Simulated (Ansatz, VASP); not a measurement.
# LaPb3 in VASP and in Ansatz

```
La Pb
1.0
     5.00412    0.00000    0.00000
     0.00000    5.00412    0.00000
     0.00000    0.00000    4.90600
La Pb
1 3
Direct
  0.00000 0.00000 0.00000
  0.00000 0.50000 0.50000
  0.50000 0.00000 0.50000
  0.50000 0.50000 0.00000
```

Change from the starting cell: equal xx and yy strain of +2 %, crystal datasets.

Alike in both runs: task electric field gradients; functional PBEsol; k mesh 7 × 7 × 7; occupations fermi-dirac, width 0.05 eV; no spin polarisation.

|  | VASP | Ansatz |
| --- | --- | --- |
| version | VASP 6.6.1 | Ansatz 0.2.0 |
| potentials or method | VASP PAW PBE potentials, release 64 (La, Pb_d), cutoff 520 eV | all-electron PAW with datasets made for the crystal, scalar-relativistic |

Ansatz gave:

| Property | Result |
| --- | --- |
| pressure (GPa) | -2.7 |
| traceless stress, the component that is largest in VASP (GPa) | 0.58 |
| size of Vzz on the site where it differs most (V/Å²) | 317.9 |

Q: Which values does VASP return?

A: Pressure (GPa): -2.8; traceless stress, the component that is largest in VASP (GPa): 0.57; size of Vzz on the site where it differs most (V/Å²): 312.4.

VASP's potentials were made for PBE, not for PBEsol. Ansatz ran all-electron here, and VASP with PAW potentials.

Neither program's run includes spin-orbit coupling.
